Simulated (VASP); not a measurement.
Here is a VASP 6.6.1 calculation.

File INCAR:

```
SYSTEM = BiTe
ALGO = Normal ; EDIFF = 1E-7
ENCUT = 520 ; GGA = PS
ISIF = 2 ; ISMEAR = -1
LASPH = .True. ; LCHARG = .True.
LELF = .True. ; LREAL = .False.
LVHAR = .True. ; LWAVE = .False.
NBANDS = 18 ; NELM = 100
PREC = Accurate ; SIGMA = 0.03
```

The input KPOINTS:

```
k-points
0
Gamma
  4 4 4
  0 0 0
```

File POSCAR:

```
BiTe
1.0
    2.4227077728      1.3987509848      3.3172919545
   -2.4227077728      1.3987509848      3.3172919545
    0.0000000000     -2.7975019696      3.3172919545
Bi Te
1 1
Direct
    0.5000000000      0.5000000000      0.5000000000
    0.0000000000      0.0000000000      0.0000000000
```

Potentials or basis: VASP PAW PBE potentials, release 64 (Bi_d, Te).

Command:

```bash
$ cat potpaw_PBE.64/Bi_d/POTCAR potpaw_PBE.64/Te/POTCAR > POTCAR
$ mpirun -np 1 vasp_std > vasp.out
```

Question: What does it give for the pressure?

Answer: -2.5 GPa.

Stress tensor (GPa, compression positive):
```
-2.65  0.00  0.00
 0.00 -2.65  0.00
 0.00  0.00 -2.13
```

Caveat: the k points lie up to 0.41 Å⁻¹ apart; the PAW data sets were made with another functional, which shifts forces and pressure a little.
